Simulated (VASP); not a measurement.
Here is a VASP 6.6.1 calculation.

The input INCAR:

```
SYSTEM = Mo6H
ALGO = Normal ; DIPOL = 0.5 0.5 0.335
EDIFF = 1E-6 ; ENCUT = 520
GGA = PE ; IDIPOL = 3
ISIF = 2 ; ISMEAR = 0
LASPH = .TRUE. ; LCHARG = .FALSE.
LDIPOL = .TRUE. ; LREAL = .FALSE.
LWAVE = .FALSE. ; NBANDS = 52
NELM = 100 ; PREC = Accurate
SIGMA = 0.1
```

Contents of KPOINTS:

```
k-points
0
G
  6 6 1
  0 0 0
```

File POSCAR:

```
Mo6H
1.0
    4.4695765307      0.0000000000      0.0000000000
   -2.2347882654      3.8707668198      0.0000000000
    0.0000000000      0.0000000000     19.7595667350
Mo H
6 1
Direct
    0.6666666667      0.3333333333      0.2024335884
    0.3333333333      0.6666666667      0.2486060831
    0.0000000000      0.0000000000      0.2947785777
    0.6666666667      0.3333333333      0.3368821116
    0.3333333333      0.6666666667      0.3779725564
    0.0000000000      0.0000000000      0.4180034333
    0.0000000000      0.6666666667      0.4656136025
```

Potentials or basis: VASP PAW PBE potentials, release 64 (Mo_sv, H).

Command:

```sh
$ cat potpaw_PBE.64/Mo_sv/POTCAR potpaw_PBE.64/H/POTCAR > POTCAR
$ mpirun -np 1 vasp_std > vasp.out
```

What does it give for the largest force?

1.792 eV/Å.

Estimate the band gap on the k mesh.

zero (an odd number of electrons rules out a gap without spin polarisation).

Forces on the atoms (eV/Å):
```
Mo   0.000 -0.027  1.791
Mo   0.040  0.038 -0.525
Mo  -0.160 -0.113 -1.489
Mo  -0.199  0.125 -0.683
Mo  -0.568  0.343  0.935
Mo  -0.163  0.159 -0.049
H    1.050 -0.525  0.020
```
